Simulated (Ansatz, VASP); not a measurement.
**BN: VASP beside Ansatz**

INCAR

```
SYSTEM = BN
PREC = Accurate ; ENCUT = 600
EDIFF = 1E-6 ; ISMEAR = -1
SIGMA = 0.05 ; LREAL = .FALSE.
LASPH = .TRUE. ; NELM = 120
ALGO = Normal ; ISIF = 2
LWAVE = .FALSE. ; LCHARG = .FALSE.
GGA = PS ; NBANDS = 16
GGA_COMPAT = .FALSE.
```

File KPOINTS:

```
regular mesh
0
G
  10 10 6
  0 0 0
```

File POSCAR:

```
BN
1.0
    2.5539396017      0.0000000000      0.0000000000
   -1.2769698009      2.2117765748      0.0000000000
    0.0000000000      0.0000000000      4.1423179000
N B
2 2
Direct
    0.3333333333      0.6666666667      0.1252760000
    0.6666666667      0.3333333333      0.6252760000
    0.3333333333      0.6666666667      0.4997240000
    0.6666666667      0.3333333333      0.9997240000
```

input.yaml

```yaml
crystal:
  lattice:
    - [2.5539396017, 0.0, 0.0]
    - [-1.2769698009, 2.2117765748, 0.0]
    - [0.0, 0.0, 4.1423179]
  atoms:
    - { symbol: "N", position: [0.3333333333, 0.6666666667, 0.125276] }
    - { symbol: "N", position: [0.6666666667, 0.3333333333, 0.625276] }
    - { symbol: B, position: [0.3333333333, 0.6666666667, 0.499724] }
    - { symbol: B, position: [0.6666666667, 0.3333333333, 0.999724] }
hamiltonian:
  xc: pbesol
  pseudopotentials: { kind: paw }
kpoints:
  mp_grid: { grid: [10, 10, 6] }
  band_path:
    path:
      - [[0.0, 0.0, 0.0], [0.5, 0.0, 0.0], [0.3333333333, 0.3333333333, 0.0], [0.0, 0.0, 0.0], [0.0, 0.0, 0.5], [0.5, 0.0, 0.5], [0.3333333333, 0.3333333333, 0.5], [0.0, 0.0, 0.5]]
      - [[0.5, 0.0, 0.5], [0.5, 0.0, 0.0]]
      - [[0.3333333333, 0.3333333333, 0.0], [0.3333333333, 0.3333333333, 0.5]]
    npoints: 14
scf:
  occupations: { method: fermi_dirac, width: 0.05 }
  n_extra_bands: 10
output:
  forces: true
  stress: true
  eigenvalues: true
  fatbands: false
```

Alike in both runs: functional PBEsol; k mesh 10 × 10 × 6; occupations fermi-dirac, width 0.05 eV; no spin polarisation.

```csv
,VASP,Ansatz
version,VASP 6.6.1,Ansatz 0.2.0
potentials or method,"VASP PAW PBE potentials, release 64 (N, B)",Ansatz PAW
plane-wave cutoff (eV),600,420
valence electrons in the cell,16,16
task,single point,band structure
```

VASP gave:

* gap on the k mesh at the Fermi level (eV): 5.20
* least direct gap on the mesh (eV): 8.11
* pressure (GPa): 2.4
* traceless stress, the component that is largest in VASP (GPa): 13.27
* rms of the force components (eV/Å): 0.034

Problem. Estimate Ansatz's values.

Solution. gap on the k mesh at the Fermi level (eV): 5.22; least direct gap on the mesh (eV): 8.12; pressure (GPa): 2.0; traceless stress, the component that is largest in VASP (GPa): 13.20; rms of the force components (eV/Å): 0.032.

VASP's potentials were made for PBE, not for PBEsol. Atom by atom the forces differ by 0.002 eV/Å (rms over components). The functional is the same, so the differences come from potentials, cutoffs and numerics.

Noted on Ansatz's run: Pulay correction over one GPa; the k mesh misses the band edges, so the gap on the mesh is wider than the one along the path.
